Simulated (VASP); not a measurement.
TaN: single point with PBEsol

The system is TaN.

```
Ta N
1.0
     5.19100    0.00000    0.00000
    -2.59550    4.49554    0.00000
     0.00000    0.00000    2.90800
Ta N
3 3
Direct
  0.00000 0.00000 0.00000
  0.33333 0.66667 0.50000
  0.66667 0.33333 0.50000
  0.50000 0.00000 0.00000
  0.50000 0.50000 0.00000
  0.00000 0.50000 0.00000
```

| Property | Result |
| --- | --- |
| Program | VASP 6.6.1 |
| Task | single point |
| Functional | PBEsol |
| Potentials or basis | VASP PAW PBE potentials, release 64 (Ta_pv, N) |
| Cutoff | 520 eV |
| k mesh | 5 × 5 × 8 |
| Occupations | methfessel-paxton, width 0.15 eV |
| Spin | no spin polarisation |

```
Pressure               : 1.8 GPa
Band gap on the k mesh : zero (band 24 reaches 8.91 eV, above the bottom of band 25 at 6.76 eV)
```

Levels at points of the mesh, in eV from the Fermi level:
```csv
k point,band 20,band 21,band 22,band 23,band 24,band 25,band 26,band 27,band 28,band 29
"(0.00, 0.00, 0.00)",-3.01,-3.01,-2.51,-2.10,-1.29,-1.29,0.78,0.78,1.19,2.16
"(0.00, 0.00, 0.50)",-3.76,-3.11,-3.11,-1.92,0.86,0.86,1.47,1.72,2.51,2.51
```

It took 54 s on 1 thread of Intel Xeon 6975P-C, on a shared host, peak memory 0.21 GiB.

Caveat: the PAW data sets were made with another functional, which shifts forces and pressure a little; spin-orbit coupling is left out, which moves the levels of the heavy elements.
